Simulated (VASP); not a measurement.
# IrO2 (P4_2/mnm) in VASP: single point with PBE+D3(BJ)

Aim: the single point of IrO2 with PBE+D3(BJ).

All numbers are computed with VASP 6.6.1; they aren't measurements. Logs are shortened: lines on timing, memory, paths and dates and some standing lists are left out, and cuts for length are marked.

### 1 The cell of the first run

The structure is tetragonal, space group P4_2/mnm (No. 136). The conventional cell has a = 4.503 Å, b = 4.503 Å, c = 3.172 Å, α = 90.00°, β = 90.00°, γ = 90.00°. Ir (site symmetry mmm) has 6 O at 1.96 to 2.00 Å within 2.6 Å. Within 2.6 Å of O (site symmetry m2m) lie 3 Ir at 1.96 to 2.00 Å and 1 O at 2.44 Å.

### 2 Single point, PBE+D3(BJ)

Contents of INCAR:

```
ALGO     = Normal         # electronic algorithm
EDIFF    = 1E-6           # SCF threshold, eV
ENCUT    = 700            # plane-wave cutoff, eV
GGA      = PE             # functional
GGA_COMPAT= False        
ISIF     = 2              # what is computed and relaxed
ISMEAR   = 0              # smearing method
IVDW     = 12             # dispersion correction
LASPH    = True           # aspherical terms in the spheres
LCHARG   = False          # write CHGCAR
LREAL    = False          # projectors in reciprocal space
LWAVE    = False          # write WAVECAR
NBANDS   = 38             # bands
NELM     = 120            # most SCF steps
PREC     = Accurate       # precision mode
SIGMA    = 0.1            # smearing width, eV
```

Contents of KPOINTS:

```
k-points
0
Gamma
  8 8 12
```

Contents of POSCAR:

```
IrO2
1.0
    4.5028818604      0.0000000000      0.0000000000
    0.0000000000      4.5028818604      0.0000000000
    0.0000000000      0.0000000000      3.1721451115
Ir O
2 4
Direct
    0.5000000000      0.5000000000      0.5000000000
    0.0000000000      0.0000000000      0.0000000000
    0.6914791863      0.6914791863      0.0000000000
    0.8085208137      0.1914791863      0.5000000000
    0.3085208137      0.3085208137      0.0000000000
    0.1914791863      0.8085208137      0.5000000000
```

Potentials or basis: VASP PAW PBE potentials, release 64 (Ir_sv_GW, O).

Command:

```bash
> cat potpaw_PBE.64/Ir_sv_GW/POTCAR potpaw_PBE.64/O/POTCAR > POTCAR
> mpirun -np 1 vasp_std > vasp.out
```

OUTCAR:

```text
EDIFF = 1E-6
   ENCUT = 700
   GGA = PE
   ISIF = 2
   ISMEAR = 0
   IVDW = 12
   LASPH = True
   LREAL = False
   NELM = 120
   PREC = Accurate
 IVDW          = 12

 ion  position               nearest neighbor table
   1  0.500  0.500  0.500-   4 1.96   6 1.96   5 2.00   3 2.00   3 2.00   5 2.00
   2  0.000  0.000  0.000-   3 1.96   5 1.96   4 2.00   6 2.00   4 2.00   6 2.00
   3  0.691  0.691  0.000-   2 1.96   1 2.00   1 2.00
   4  0.809  0.191  0.500-   1 1.96   2 2.00   2 2.00
   5  0.309  0.309  0.000-   2 1.96   1 2.00   1 2.00
   6  0.191  0.809  0.500-   1 1.96   2 2.00   2 2.00

  LATTYP: Found a simple tetragonal cell.
 ALAT       =     4.5028818604
 C/A-ratio  =     0.7044699839

  Lattice vectors:

 A1 = (   4.5028818604,   0.0000000000,   0.0000000000)
 A2 = (   0.0000000000,   4.5028818604,   0.0000000000)
 A3 = (   0.0000000000,   0.0000000000,   3.1721451115)

Analysis of symmetry for initial positions (statically):
=====================================================================
 Subroutine PRICEL returns:
 Original cell was already a primitive cell.

 Routine SETGRP: Setting up the symmetry group for a
 simple tetragonal supercell.

 Subroutine GETGRP returns: Found 16 space group operations
 (whereof  8 operations were pure point group operations)
 out of a pool of 16 trial point group operations.

The static configuration has the point symmetry D_2h.
 The point group associated with its full space group is D_4h.

Analysis of symmetry for dynamics (positions and initial velocities):
=====================================================================
 Subroutine PRICEL returns:
 Original cell was already a primitive cell.

 Routine SETGRP: Setting up the symmetry group for a
 simple tetragonal supercell.

 Subroutine GETGRP returns: Found 16 space group operations
 (whereof  8 operations were pure point group operations)
 out of a pool of 16 trial point group operations.

The dynamic configuration has the point symmetry D_2h.
 The point group associated with its full space group is D_4h.

 Subroutine INISYM returns: Found 16 space group operations
 (whereof  8 operations are pure point group operations),
 and found     1 'primitive' translations

----------------------------------------------------------------------------------------

                                     Primitive cell

  volume of cell :      64.3182

  direct lattice vectors                    reciprocal lattice vectors
     4.502881860  0.000000000  0.000000000     0.222079999  0.000000000  0.000000000
     0.000000000  4.502881860  0.000000000     0.000000000  0.222079999  0.000000000
     0.000000000  0.000000000  3.172145111     0.000000000  0.000000000  0.315244090

  length of vectors
     4.502881860  4.502881860  3.172145111     0.222079999  0.222079999  0.315244090

  position of ions in fractional coordinates (direct lattice)
     0.500000000  0.500000000  0.500000000
     0.000000000  0.000000000  0.000000000
     0.691479186  0.691479186  0.000000000
     0.808520814  0.191479186  0.500000000
     0.308520814  0.308520814  0.000000000
     0.191479186  0.808520814  0.500000000

  ion indices of the primitive-cell ions
   primitive index   ion index
                 1           1
                 2           2
                 3           3
                 4           4
                 5           5
                 6           6

----------------------------------------------------------------------------------------

 KPOINTS: k-points

Automatic generation of k-mesh.
 Grid dimensions read from file:
 generate k-points for:    8    8   12

 Generating k-lattice:

  Cartesian coordinates                     Fractional coordinates (reciprocal lattice)
     0.027760000  0.000000000  0.000000000     0.125000000  0.000000000  0.000000000
     0.000000000  0.027760000  0.000000000     0.000000000  0.125000000  0.000000000
     0.000000000  0.000000000  0.026270341     0.000000000  0.000000000  0.083333333

  Length of vectors
     0.027760000  0.027760000  0.026270341

  Shift w.r.t. Gamma in fractional coordinates (k-lattice)
     0.000000000  0.000000000  0.000000000

 Subroutine IBZKPT returns following result:
 ===========================================

 Found    105 irreducible k-points:

 Following reciprocal coordinates:
            Coordinates               Weight
  0.000000  0.000000  0.000000      1.000000
  0.125000  0.000000  0.000000      4.000000
  0.250000  0.000000  0.000000      4.000000
  0.375000  0.000000  0.000000      4.000000
  0.500000  0.000000  0.000000      2.000000
  0.125000  0.125000  0.000000      4.000000
[... 16 lines left out ...]
  0.375000  0.125000  0.083333     16.000000
  0.500000  0.125000  0.083333      8.000000
 [... further k-points ...]
   k-points           NKPTS =    105   k-points in BZ     NKDIM =    105   number of bands    NBANDS=     38
   number of dos      NEDOS =    301   number of ions     NIONS =      6
   total plane-waves  NPLWV =  44800
   dimension x,y,z NGX =    40 NGY =   40 NGZ =   28
   dimension x,y,z NGXF=    80 NGYF=   80 NGZF=   56
   ions per type =               2   4
   NGX,Y,Z   is equivalent  to a cutoff of  14.77, 14.77, 14.67 a.u.
   NGXF,Y,Z  is equivalent  to a cutoff of  29.54, 29.54, 29.35 a.u.
 SYSTEM =  unknown system
   PREC   = accura    normal or accurate (medium, high low for compatibility)
   ISTART =      0    job   : 0-new  1-cont  2-samecut
   ICHARG =      2    charge: 1-file 2-atom 10-const
   ISPIN  =      1    spin polarized calculation?
   LNONCOLLINEAR =      F non collinear calculations
   LSORBIT =      F    spin-orbit coupling
   LASPH  =      T    aspherical Exc in radial PAW
   ENCUT  =  700.0 eV  51.45 Ry    7.17 a.u.   9.71  9.71  6.84*2*pi/ulx,y,z
   NELM   =    120;   NELMIN=  2; NELMDL= -5     # of ELM steps
   EDIFF  = 0.1E-05   stopping-criterion for ELM
   LREAL  =      F    real-space projection
   EDIFFG = 0.1E-04   stopping-criterion for IOM
   NSW    =      0    number of steps for IOM
   IBRION =     -1    ionic relax: 0-MD 1-quasi-New 2-CG
   NFREE  =      0    steps in history (QN), initial steepest desc. (CG)
   ISIF   =      2    stress and relaxation
   ISYM   =      2    0-nonsym 1-usesym 2-fastsym
   POTIM  = 0.5000    time-step for ionic-motion
   TEBEG  =    0.0;   TEEND  =   0.0 temperature during run
   PSTRESS=    0.0 pullay stress
   NELECT =      58.0000    total number of electrons
   NUPDOWN=      -1.0000    fix difference up-down
   EMIN   =  10.00;   EMAX   =-10.00  energy-range for DOS
   EFERMI =   0.00;   METHOD = LEGACY
   ISMEAR =     0;   SIGMA  =   0.10  broadening in eV -4-tet -1-fermi 0-gaus
   EFERMI_NEDOS =   21; number of points for ismear=-14 and -15
   IALGO  =     38    algorithm
   IMIX   =      4    mixing-type and parameters
     AMIX     =   0.40;   BMIX     =  1.00
     AMIX_MAG =   1.60;   BMIX_MAG =  1.00
  volume/ion in A,a.u.               =      10.72        72.34
  Fermi-wavevector in a.u.,A,eV,Ry     =   1.581634  2.988856 34.035892  2.501567
  Thomas-Fermi vector in A             =   2.681680
   LORBIT       =      0    0 simple, 1 ext, 2 COOP (PROOUT), +10 PAW based schemes
   GGA     = PE    functional components
   LHFCALC =     F    Hartree Fock is set to
   AEXX    =    0.0000 exact exchange contribution
   IVDW    =    12    specifies the selected vdW correction
   LEPSILON=     F    determine dielectric tensor
   LRPA    =     F    only Hartree local field effects (RPA)
 non-spin polarized calculation
 Gauss-broadening in eV      SIGMA  =   0.10
  energy-cutoff  :      700.00
  volume of cell :       64.32
 maximum number of plane-waves:      2726
 NGX is ok and might be reduce to    40
   NGX = 19   NGY = 19   NGZ = 13

 number of electron      57.9999999 magnetization

 Free energy of the ion-electron system (eV)
  ---------------------------------------------------
  ext. energy  EPLUGINS =         0.00000000
  ---------------------------------------------------
  free energy    TOTEN  =       -43.65157969 eV

  energy without entropy =      -43.63897141  energy(sigma->0) =      -43.64527555

 E-fermi :   7.2385     XC(G=0): -12.2270

 val. band max:        7.2335354729   @ k =   0.3750   0.3750   0.1667
 cond. band min:       7.2427229883   @ k =   0.2500   0.0000   0.3333
 fundamental gap:      0.0091875155
 Fermi energy:         7.2385262563

 k-point     1 :       0.0000    0.0000    0.0000
  band No.  band energies     occupation
      1     -86.2873      2.00000
      2     -86.2857      2.00000
      3     -43.1916      2.00000
      4     -43.1916      2.00000
      5     -43.0870      2.00000
      6     -43.0719      2.00000
[... 30 lines left out ...]
     37      15.7078      0.00000
     38      19.0591      0.00000

 k-point     2 :       0.1250    0.0000    0.0000
  band No.  band energies     occupation
      1     -86.2872      2.00000
      2     -86.2857      2.00000
      3     -43.1914      2.00000
      4     -43.1914      2.00000
      5     -43.0864      2.00000
      6     -43.0724      2.00000
[... 30 lines left out ...]
     37      15.7805      0.00000
     38      18.9351      0.00000

 k-point     3 :       0.2500    0.0000    0.0000
  band No.  band energies     occupation
      1     -86.2870      2.00000
      2     -86.2858      2.00000
      3     -43.1909      2.00000
      4     -43.1908      2.00000
      5     -43.0848      2.00000
      6     -43.0741      2.00000
[... 30 lines left out ...]
     37      16.0334      0.00000
[... 781 lines left out ...]
 k-point    23 :       0.3750    0.1250    0.0833
  band No.  band energies     occupation
      1     -86.2865      2.00000
      2     -86.2860      2.00000
      3     -43.1907      2.00000
      4     -43.1899      2.00000
      5     -43.0889      2.00000
      6     -43.0838      2.00000
[... 30 lines left out ...]
     37      16.7105      0.00000
     38      17.9417      0.00000

 k-point    24 :       0.5000    0.1250    0.0833
  band No.  band energies     occupation
      1     -86.2863      2.00000
      2     -86.2863      2.00000
      3     -43.1902      2.00000
      4     -43.1902      2.00000
      5     -43.0863      2.00000
      6     -43.0863      2.00000
[... 30 lines left out ...]
     37      17.3098      0.00000
     38      17.3098      0.00000

 [... further k-points ...]

------------------------ aborting loop because EDIFF is reached ----------------------------------------

 Edisp (eV)   -1.48022

 E8    (eV) :    -0.5777

  FORCE on cell =-STRESS in cart. coord.  units (eV):
  Direction    XX          YY          ZZ          XY          YZ          ZX
  --------------------------------------------------------------------------------------
  -------------------------------------------------------------------------------------
  Total      -0.14567    -0.14567    -0.13608     0.00000     0.00000     0.00000
  in kB      -3.62861    -3.62861    -3.38982     0.00000     0.00000     0.00000
  external pressure =       -3.55 kB  Pullay stress =        0.00 kB

 VOLUME and BASIS-vectors are now :
 -----------------------------------------------------------------------------
  energy-cutoff  :      700.00
  volume of cell :       64.32
      direct lattice vectors                 reciprocal lattice vectors
     4.502881860  0.000000000  0.000000000     0.222079999  0.000000000  0.000000000
     0.000000000  4.502881860  0.000000000     0.000000000  0.222079999  0.000000000
     0.000000000  0.000000000  3.172145111     0.000000000  0.000000000  0.315244090

 POSITION                                       TOTAL-FORCE (eV/Angst)
 -----------------------------------------------------------------------------------
      2.25144      2.25144      1.58607         0.000000     -0.000000      0.000000
      0.00000      0.00000      0.00000         0.000000     -0.000000      0.000000
      3.11365      3.11365      0.00000         0.005113      0.005113     -0.000000
      3.64067      0.86221      1.58607        -0.005113      0.005113      0.000000
      1.38923      1.38923      0.00000        -0.005113     -0.005113      0.000000
      0.86221      3.64067      1.58607         0.005113     -0.005113      0.000000
 -----------------------------------------------------------------------------------
    total drift:                                0.000000     -0.000000     -0.000000

  FREE ENERGIE OF THE ION-ELECTRON SYSTEM (eV)
  ---------------------------------------------------
  free  energy   TOTEN  =       -45.1317955624 eV

  energy  without entropy=      -45.1191872802  energy(sigma->0) =      -45.12549142
```

Wall time 4.1 min (1 thread of Intel Xeon Platinum 8259CL at 2.50GHz (Skylake/Cascade Lake), shared host); peak memory 0.44 GiB.

What came out:

```
Free energy                : -45.1318 eV
Pressure                   : -0.4 GPa
Largest force              : 0.007 eV/Å
Band gap on the k mesh     : zero (bands 29 and 30 overlap by 1.34 eV)
Dispersion energy per atom : -0.247 eV
```

Forces on the atoms (eV/Å):
```
Ir   0.000  0.000  0.000
Ir   0.000  0.000  0.000
O    0.005  0.005  0.000
O   -0.005  0.005  0.000
O   -0.005 -0.005  0.000
O    0.005 -0.005  0.000
```

Caveat: spin-orbit coupling is left out, which moves the levels of the heavy elements.
